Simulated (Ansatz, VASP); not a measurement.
# SiO2 in VASP and in Ansatz

Contents of POSCAR:

```
SiO2
1.0
    5.1582808276      0.0000000000      0.0000000000
   -2.5791404138      4.4672022365      0.0000000000
    0.0000000000      0.0000000000      5.6497115027
Si O
3 6
Direct
    0.5000000000      0.5000000000      0.3333333333
    0.0000000000      0.5000000000      0.6666666667
    0.5000000000      0.0000000000      0.0000000000
    0.2082404179      0.7917595821      0.8333333333
    0.4164808359      0.2082404179      0.1666666667
    0.2082404179      0.4164808359      0.5000000000
    0.7917595821      0.2082404179      0.8333333333
    0.5835191641      0.7917595821      0.1666666667
    0.7917595821      0.5835191641      0.5000000000
```

INCAR.step1

```
  PREC = Accurate
  ENCUT = 520
  ISMEAR = 0
  SIGMA = 0.01
  LREAL = F
  LASPH = T
  NELM = 60
  NBANDS = 34
  GGA = PE
  ALGO = Normal
  EDIFF = 1E-4
  LWAVE = T
  LCHARG = F
```

The input INCAR.step2:

```
  PREC = Accurate
  ENCUT = 520
  EDIFF = 1E-6
  ISMEAR = 0
  SIGMA = 0.01
  LREAL = F
  LASPH = T
  NELM = 60
  ALGO = Normal
  ISIF = 2
  LWAVE = F
  LCHARG = F
  METAGGA = R2SCAN
  LMIXTAU = T
  NBANDS = 34
  ISTART = 1
```

Contents of KPOINTS:

```
regular mesh
0
Gamma
  6 6 4
```

Input for Ansatz:

```yaml
crystal:
  lattice:
    - [5.1582808276, 0.0, 0.0]
    - [-2.5791404138, 4.4672022365, 0.0]
    - [0.0, 0.0, 5.6497115027]
  atoms:
    - { symbol: Si, position: [0.5, 0.5, 0.3333333333] }
    - { symbol: Si, position: [0.0, 0.5, 0.6666666667] }
    - { symbol: Si, position: [0.5, 0.0, 0.0] }
    - { symbol: O, position: [0.2082404179, 0.7917595821, 0.8333333333] }
    - { symbol: O, position: [0.4164808359, 0.2082404179, 0.1666666667] }
    - { symbol: O, position: [0.2082404179, 0.4164808359, 0.5] }
    - { symbol: O, position: [0.7917595821, 0.2082404179, 0.8333333333] }
    - { symbol: O, position: [0.5835191641, 0.7917595821, 0.1666666667] }
    - { symbol: O, position: [0.7917595821, 0.5835191641, 0.5] }
kpoints:
  mp_grid: { grid: [6, 6, 4] }
hamiltonian:
  xc: r2scan
scf:
  occupations: { method: fixed }
  n_extra_bands: 6
output:
  forces: true
  stress: true
  eigenvalues: true
```

Alike in both runs: task single point; functional r2SCAN; k mesh 6 × 6 × 4; no spin polarisation.

|  | VASP | Ansatz |
| --- | --- | --- |
| version | VASP 6.6.1 | Ansatz 0.2.0 |
| potentials or method | VASP PAW PBE potentials, release 64 (Si, O) | plane waves, PAW |
| plane-wave cutoff (eV) | 520 | 500 |
| occupations | gaussian, width 0.01 eV | fixed |
| valence electrons in the cell | 48 | 48 |

```csv
,VASP,Ansatz,Ansatz less VASP
gap on the k mesh at the Fermi level (eV),5.95,5.96,+0.004
pressure (GPa),-9.7,-9.9,-0.12
"traceless stress, the component that is largest in VASP (GPa)",-0.02,-0.06,-0.031
rms of the force components (eV/Å),0.206,0.201,-0.0049
```

VASP's potentials were made for PBE, not for r2SCAN. Atom by atom the forces differ by 0.005 eV/Å (rms over components).
